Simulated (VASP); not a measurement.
# Al (Fm-3m) in VASP: further runs

Al is run at these levels: LDA; tasks: single point.

All numbers are computed with VASP 6.6.1; they aren't measurements. Logs are shortened: lines on timing, memory, paths and dates and some standing lists are left out, and cuts for length are marked.

## Step 1: The cell of the first run

The structure is cubic, space group Fm-3m (No. 225). Conventional cell: a = 3.967 Å, b = 3.967 Å, c = 3.967 Å, α = 90.00°, β = 90.00°, γ = 90.00°. Within 3.7 Å of Al (site symmetry m-3m) lie 12 Al at 2.81 Å.

## Step 2: Single point, LDA

INCAR

```
SYSTEM = Al
  ALGO = Normal
  EDIFF = 1E-6
  ENCUT = 520
  ISIF = 2
  ISMEAR = -1
  LASPH = .TRUE.
  LCHARG = .FALSE.
  LREAL = .FALSE.
  LWAVE = .FALSE.
  NBANDS = 8
  NELM = 100
  PREC = Accurate
  SIGMA = 0.05
```

KPOINTS

```
k-points
0
G
  11 11 11
  0 0 0
```

POSCAR

```
Al
1.0
    0.0000000000      1.9834708509      1.9834708509
    1.9834708509      0.0000000000      1.9834708509
    1.9834708509      1.9834708509      0.0000000000
Al
1
Direct
    0.0000000000      0.0000000000      0.0000000000
```

Potentials or basis: VASP PAW LDA potentials, release 64 (Al).

Started as:

```console
> cat potpaw_LDA.64/Al/POTCAR > POTCAR
> mpirun -np 1 vasp_std > vasp.out
```

OUTCAR:

```text
SYSTEM = Al
   EDIFF = 1E-6
   ENCUT = 520
   ISIF = 2
   ISMEAR = -1
   LASPH = .TRUE.
   LREAL = .FALSE.
   NELM = 100
   PREC = Accurate

 ion  position               nearest neighbor table
   1  0.000  0.000  0.000-

  LATTYP: Found a face centered cubic cell.
 ALAT       =     3.9669417018

  Lattice vectors:

 A1 = (   0.0000000000,   1.9834708509,   1.9834708509)
 A2 = (   1.9834708509,   0.0000000000,   1.9834708509)
 A3 = (   1.9834708509,   1.9834708509,   0.0000000000)

Analysis of symmetry for initial positions (statically):
=====================================================================
 Subroutine PRICEL returns:
 Original cell was already a primitive cell.

 Routine SETGRP: Setting up the symmetry group for a
 face centered cubic supercell.

 Subroutine GETGRP returns: Found 48 space group operations
[... 9 lines left out ...]

 Routine SETGRP: Setting up the symmetry group for a
 face centered cubic supercell.

 Subroutine GETGRP returns: Found 48 space group operations
 (whereof 48 operations were pure point group operations)
 out of a pool of 48 trial point group operations.

The dynamic configuration has the point symmetry O_h .

 Subroutine INISYM returns: Found 48 space group operations
 (whereof 48 operations are pure point group operations),
 and found     1 'primitive' translations

----------------------------------------------------------------------------------------

                                     Primitive cell

  volume of cell :      15.6066

  direct lattice vectors                    reciprocal lattice vectors
     0.000000000  1.983470851  1.983470851    -0.252083362  0.252083362  0.252083362
     1.983470851  0.000000000  1.983470851     0.252083362 -0.252083362  0.252083362
     1.983470851  1.983470851  0.000000000     0.252083362  0.252083362 -0.252083362

  length of vectors
     2.805051378  2.805051378  2.805051378     0.436621190  0.436621190  0.436621190

  position of ions in fractional coordinates (direct lattice)
     0.000000000  0.000000000  0.000000000

  ion indices of the primitive-cell ions
   primitive index   ion index
                 1           1

----------------------------------------------------------------------------------------

 KPOINTS: k-points

Automatic generation of k-mesh.
 Grid dimensions read from file:
 generate k-points for:   11   11   11

 Generating k-lattice:

  Cartesian coordinates                     Fractional coordinates (reciprocal lattice)
    -0.022916669  0.022916669  0.022916669     0.090909091  0.000000000  0.000000000
     0.022916669 -0.022916669  0.022916669     0.000000000  0.090909091  0.000000000
     0.022916669  0.022916669 -0.022916669     0.000000000  0.000000000  0.090909091

  Length of vectors
     0.039692835  0.039692835  0.039692835

  Shift w.r.t. Gamma in fractional coordinates (k-lattice)
     0.000000000  0.000000000  0.000000000

 Subroutine IBZKPT returns following result:
 ===========================================

 Found     56 irreducible k-points:

 Following reciprocal coordinates:
            Coordinates               Weight
  0.000000  0.000000  0.000000      1.000000
  0.090909  0.000000  0.000000      8.000000
  0.181818  0.000000  0.000000      8.000000
  0.272727  0.000000  0.000000      8.000000
  0.363636  0.000000  0.000000      8.000000
  0.454545  0.000000  0.000000      8.000000
[... 16 lines left out ...]
 -0.272727  0.181818  0.000000     24.000000
 -0.181818  0.181818  0.000000     12.000000
 [... further k-points ...]
   k-points           NKPTS =     56   k-points in BZ     NKDIM =     56   number of bands    NBANDS=      8
   number of dos      NEDOS =    301   number of ions     NIONS =      1
   total plane-waves  NPLWV =  13824
   dimension x,y,z NGX =    24 NGY =   24 NGZ =   24
   dimension x,y,z NGXF=    48 NGYF=   48 NGZF=   48
   ions per type =               1
   NGX,Y,Z   is equivalent  to a cutoff of  14.22, 14.22, 14.22 a.u.
   NGXF,Y,Z  is equivalent  to a cutoff of  28.45, 28.45, 28.45 a.u.
 SYSTEM =  Al
   PREC   = accura    normal or accurate (medium, high low for compatibility)
   ISTART =      0    job   : 0-new  1-cont  2-samecut
   ICHARG =      2    charge: 1-file 2-atom 10-const
   ISPIN  =      1    spin polarized calculation?
   LNONCOLLINEAR =      F non collinear calculations
   LSORBIT =      F    spin-orbit coupling
   LASPH  =      T    aspherical Exc in radial PAW
   ENCUT  =  520.0 eV  38.22 Ry    6.18 a.u.   5.22  5.22  5.22*2*pi/ulx,y,z
   NELM   =    100;   NELMIN=  2; NELMDL= -5     # of ELM steps
   EDIFF  = 0.1E-05   stopping-criterion for ELM
   LREAL  =      F    real-space projection
   EDIFFG = 0.1E-04   stopping-criterion for IOM
   NSW    =      0    number of steps for IOM
   IBRION =     -1    ionic relax: 0-MD 1-quasi-New 2-CG
   NFREE  =      0    steps in history (QN), initial steepest desc. (CG)
   ISIF   =      2    stress and relaxation
   ISYM   =      2    0-nonsym 1-usesym 2-fastsym
   POTIM  = 0.5000    time-step for ionic-motion
   TEBEG  =    0.0;   TEEND  =   0.0 temperature during run
   PSTRESS=    0.0 pullay stress
   NELECT =       3.0000    total number of electrons
   NUPDOWN=      -1.0000    fix difference up-down
   EMIN   =  10.00;   EMAX   =-10.00  energy-range for DOS
   EFERMI =   0.00;   METHOD = LEGACY
   ISMEAR =    -1;   SIGMA  =   0.05  broadening in eV -4-tet -1-fermi 0-gaus
   EFERMI_NEDOS =   21; number of points for ismear=-14 and -15
   IALGO  =     38    algorithm
   IMIX   =      4    mixing-type and parameters
     AMIX     =   0.40;   BMIX     =  1.00
     AMIX_MAG =   1.60;   BMIX_MAG =  1.00
  volume/ion in A,a.u.               =      15.61       105.32
  Fermi-wavevector in a.u.,A,eV,Ry     =   0.944814  1.785439 12.145548  0.892673
  Thomas-Fermi vector in A             =   2.072655
   LORBIT       =      0    0 simple, 1 ext, 2 COOP (PROOUT), +10 PAW based schemes
   GGA     = CA    functional components
   LHFCALC =     F    Hartree Fock is set to
   AEXX    =    0.0000 exact exchange contribution
   IVDW    =     0    specifies the selected vdW correction
   LEPSILON=     F    determine dielectric tensor
   LRPA    =     F    only Hartree local field effects (RPA)
 non-spin polarized calculation
  energy-cutoff  :      520.00
  volume of cell :       15.61
 maximum number of plane-waves:       440
 NGX is ok and might be reduce to    24
   NGX = 11   NGY = 11   NGZ = 11

 number of electron       3.0000000 magnetization

 Free energy of the ion-electron system (eV)
  ---------------------------------------------------
  ext. energy  EPLUGINS =         0.00000000
  ---------------------------------------------------
  free energy    TOTEN  =        -4.20035307 eV

  energy without entropy =       -4.19641875  energy(sigma->0) =       -4.19838591

 E-fermi :   8.3832     XC(G=0): -10.5512

 val. band max:        8.3567977943   @ k =  -0.4545   0.3636   0.0000
 cond. band min:       8.4121324823   @ k =   0.4545   0.1818   0.0909
 fundamental gap:      0.0553346880
 Fermi energy:         8.3832249544

 k-point     1 :       0.0000    0.0000    0.0000
  band No.  band energies     occupation
      1      -3.1078      2.00000
      2      21.2571      0.00000
      3      21.2571      0.00000
      4      21.2571      0.00000
      5      23.0135      0.00000
      6      23.0135      0.00000
      7      23.0135      0.00000
      8      25.4025      0.00000

 k-point     2 :       0.0909    0.0000    0.0000
  band No.  band energies     occupation
      1      -2.8754      2.00000
      2      18.3340      0.00000
      3      20.6611      0.00000
      4      20.6611      0.00000
      5      23.6580      0.00000
      6      23.9617      0.00000
      7      23.9617      0.00000
      8      27.1046      0.00000

 k-point     3 :       0.1818    0.0000    0.0000
  band No.  band energies     occupation
      1      -2.1806      2.00000
      2      14.5905      0.00000
      3      19.9394      0.00000
      4      19.9394      0.00000
      5      23.4217      0.00000
      6      24.7472      0.00000
      7      24.7472      0.00000
      8      26.2470      0.00000

 k-point     4 :       0.2727    0.0000    0.0000
  band No.  band energies     occupation
      1      -1.0306      2.00000
      2      11.0632      0.00000
      3      19.5312      0.00000
      4      19.5312      0.00000
      5      23.1285      0.00000
      6      23.1285      0.00000
      7      23.2039      0.00000
      8      27.3762      0.00000

 k-point     5 :       0.3636    0.0000    0.0000
  band No.  band energies     occupation
      1       0.5629      2.00000
      2       7.8636      1.99994
      3      19.4895      0.00000
      4      19.4895      0.00000
      5      21.6633      0.00000
      6      21.6633      0.00000
      7      23.2773      0.00000
      8      25.8407      0.00000

 k-point     6 :       0.4545    0.0000    0.0000
  band No.  band energies     occupation
      1       2.5814      2.00000
      2       5.0380      2.00000
      3      19.8238      0.00000
      4      19.8238      0.00000
      5      20.5620      0.00000
      6      20.5620      0.00000
      7      23.7252      0.00000
      8      24.6164      0.00000

 k-point     7 :       0.0909    0.0909    0.0000
  band No.  band energies     occupation
      1      -2.7980      2.00000
      2      19.3919      0.00000
      3      19.3919      0.00000
      4      19.6199      0.00000
      5      22.3442      0.00000
      6      25.1819      0.00000
      7      25.3231      0.00000
      8      25.3231      0.00000

 k-point     8 :       0.1818    0.0909    0.0000
  band No.  band energies     occupation
      1      -2.2576      2.00000
      2      15.9455      0.00000
      3      18.4531      0.00000
      4      19.8062      0.00000
      5      22.6638      0.00000
      6      23.1172      0.00000
      7      25.7171      0.00000
      8      26.7429      0.00000

 k-point     9 :       0.2727    0.0909    0.0000
  band No.  band energies     occupation
      1      -1.2598      2.00000
      2      12.3718      0.00000
      3      17.8885      0.00000
      4      19.4803      0.00000
      5      20.8534      0.00000
      6      24.7888      0.00000
      7      25.6355      0.00000
      8      25.6910      0.00000

 k-point    10 :       0.3636    0.0909    0.0000
  band No.  band energies     occupation
      1       0.1851      2.00000
      2       9.0737      0.00000
      3      17.7074      0.00000
      4      19.0653      0.00000
      5      19.4915      0.00000
      6      24.1970      0.00000
      7      25.4244      0.00000
      8      27.0899      0.00000
[... 78 lines left out ...]
 k-point    18 :       0.2727    0.1818    0.0000
  band No.  band energies     occupation
      1      -1.0306      2.00000
      2      13.9995      0.00000
      3      16.6457      0.00000
      4      17.8835      0.00000
      5      18.3023      0.00000
      6      21.4379      0.00000
      7      28.4217      0.00000
      8      29.2189      0.00000

 k-point    19 :       0.3636    0.1818    0.0000
  band No.  band energies     occupation
      1       0.2604      2.00000
      2      10.6703      0.00000
      3      16.2904      0.00000
      4      16.3280      0.00000
      5      18.0485      0.00000
      6      23.5737      0.00000
      7      27.0482      0.00000
      8      29.2623      0.00000

 k-point    20 :       0.4545    0.1818    0.0000
  band No.  band energies     occupation
      1       1.9861      2.00000
      2       7.6332      2.00000
      3      14.8564      0.00000
      4      16.4006      0.00000
      5      18.2077      0.00000
      6      25.7924      0.00000
      7      26.1729      0.00000
      8      29.1279      0.00000

 k-point    21 :      -0.4545    0.1818    0.0000
  band No.  band energies     occupation
      1       4.1040      2.00000
      2       4.9832      2.00000
      3      13.8251      0.00000
      4      16.8649      0.00000
      5      18.7520      0.00000
      6      24.8475      0.00000
      7      27.5007      0.00000
      8      29.8756      0.00000

 k-point    22 :      -0.3636    0.1818    0.0000
  band No.  band energies     occupation
      1       2.6561      2.00000
      2       6.6847      2.00000
      3      13.2206      0.00000
      4      17.7220      0.00000
      5      19.7026      0.00000
      6      24.2579      0.00000
      7      27.0566      0.00000
      8      29.9616      0.00000

 k-point    23 :      -0.2727    0.1818    0.0000
  band No.  band energies     occupation
      1       0.7887      2.00000
      2       9.5504      0.00000
      3      13.0896      0.00000
      4      18.9707      0.00000
      5      21.0406      0.00000
      6      24.0088      0.00000
      7      26.5920      0.00000
      8      27.0525      0.00000

 k-point    24 :      -0.1818    0.1818    0.0000
  band No.  band energies     occupation
      1      -0.6495      2.00000
      2      12.2832      0.00000
      3      13.8639      0.00000
      4      20.5994      0.00000
      5      22.7056      0.00000
      6      23.6551      0.00000
      7      24.9485      0.00000
      8      25.9455      0.00000

 [... further k-points ...]
[... 5 lines left out ...]
  --------------------------------------------------------------------------------------
  -------------------------------------------------------------------------------------
  Total        0.1290477      0.1290477      0.1290477      0.0000000     -0.0000000      0.0000000
  in kB       13.2480966     13.2480966     13.2480966      0.0000000     -0.0000000      0.0000000
  external PRESSURE =      13.2480966 kB  Pullay stress =       0.0000000 kB

 VOLUME and BASIS-vectors are now :
 -----------------------------------------------------------------------------
  energy-cutoff  :      520.00
  volume of cell :       15.61
      direct lattice vectors                 reciprocal lattice vectors
     0.000000000  1.983470851  1.983470851    -0.252083362  0.252083362  0.252083362
     1.983470851  0.000000000  1.983470851     0.252083362 -0.252083362  0.252083362
     1.983470851  1.983470851  0.000000000     0.252083362  0.252083362 -0.252083362

 POSITION                                       TOTAL-FORCE (eV/Angst)
 -----------------------------------------------------------------------------------
      0.00000      0.00000      0.00000        -0.000000     -0.000000     -0.000000
 -----------------------------------------------------------------------------------
    total drift:                                0.000000     -0.000000     -0.000000

  FREE ENERGIE OF THE ION-ELECTRON SYSTEM (eV)
  ---------------------------------------------------
  free  energy   TOTEN  =        -4.2003530708 eV

  energy  without entropy=       -4.1964187510  energy(sigma->0) =       -4.19838591
```

Run time: 2.9 s. Hardware: 1 thread of Intel Xeon 6975P-C, shared host; peak memory 0.12 GiB.

What came out:

| Item | Value |
| --- | --- |
| Free energy | -4.2004 eV |
| Pressure | 1.3 GPa |

Levels at points of the mesh, in eV from the Fermi level:
| k point | band 1 | band 2 | band 3 | band 4 | band 5 | band 6 |
| --- | --- | --- | --- | --- | --- | --- |
| (0.00, 0.00, 0.00) | -11.49 | 12.87 | 12.87 | 12.87 | 14.63 | 14.63 |

## Step 3: Single point, LDA

This run uses another cell than the first one, of 15.94 Å³/atom, 1.021 times its volume.

INCAR

```
ALGO = Normal
EDIFF = 1E-6
ENCUT = 520
ISIF = 2
ISMEAR = -1
LASPH = True
LCHARG = True
LELF = True
LREAL = False
LVHAR = True
LWAVE = False
NBANDS = 8
NELM = 80
PREC = Accurate
SIGMA = 0.05
```

KPOINTS

```
k-points
0
Gamma
  11 11 11
```

POSCAR

```
Al
1.0
    0.0000000000      1.9974394157      1.9974394157
    1.9974394157      0.0000000000      1.9974394157
    1.9974394157      1.9974394157      0.0000000000
Al
1
Direct
    0.0000000000      0.0000000000      0.0000000000
```

Potentials or basis: VASP PAW LDA potentials, release 64 (Al).

Started as:

```console
> cat potpaw_LDA.64/Al/POTCAR > POTCAR
> mpirun -np 1 vasp_std > vasp.out
```

Run time: 2.8 s. Hardware: 1 thread of Intel Xeon 6975P-C, shared host; peak memory 0.12 GiB.

Results (log left out):

| Property | Result |
| --- | --- |
| Free energy | -4.2012 eV |
| Pressure | -0.5 GPa |

Levels at points of the mesh, in eV from the Fermi level:
```
           k point  band 1  band 2  band 3  band 4  band 5
(0.00, 0.00, 0.00)  -11.35   12.75   12.75   12.75   14.34
```
